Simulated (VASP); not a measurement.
Wanted: the native input for a VASP 6.6.1 run.

```
Task                   : single point
Functional             : PBE
Potentials or basis    : VASP PAW PBE potentials, release 64 (Si, C)
Cutoff                 : 520 eV
k mesh                 : 5 × 5 × 5
Occupations            : fermi-dirac, width 0.05 eV
Spin                   : no spin polarisation
Dipole correction      : no
Further INCAR settings : ALGO = Normal; EDIFF = 1e-06; NBANDS = 11
```

The structure of SiC lies in POSCAR:

```
SiC
1.0
    0.0000000000      2.1740000000      2.1740000000
    2.1740000000      0.0000000000      2.1740000000
    2.1740000000      2.1740000000      0.0000000000
Si C
1 1
Direct
    0.0000000000      0.0000000000      0.0000000000
    0.7500000000      0.7500000000      0.7500000000
```

One way to write it, as run:

INCAR

```
ALGO = Normal
EDIFF = 1E-6
ENCUT = 520
GGA = PE
ISIF = 2
ISMEAR = -1
LASPH = T
LCHARG = F
LREAL = F
LWAVE = F
NBANDS = 11
NELM = 60
PREC = Accurate
SIGMA = 0.05
```

KPOINTS

```
k-points
0
Gamma
  5 5 5
```

Potentials or basis: VASP PAW PBE potentials, release 64 (Si, C).

Run with:

```console
$ cat potpaw_PBE.64/Si/POTCAR potpaw_PBE.64/C/POTCAR > POTCAR
$ mpirun -np 1 vasp_std > vasp.out
```

Results of the run:

```json
{"Pressure": "4.9 GPa", "Band gap on the k mesh": "1.81 eV, indirect (least direct gap 4.80 eV)"}
```

Caveat: the k points lie up to 0.50 Å⁻¹ apart.

Wall time 3 s on 1 thread of Intel(R) Xeon(R) Platinum 8259CL CPU @ 2.50GHz (Skylake/Cascade Lake), with other jobs on the host, peak memory 0.13 GiB.
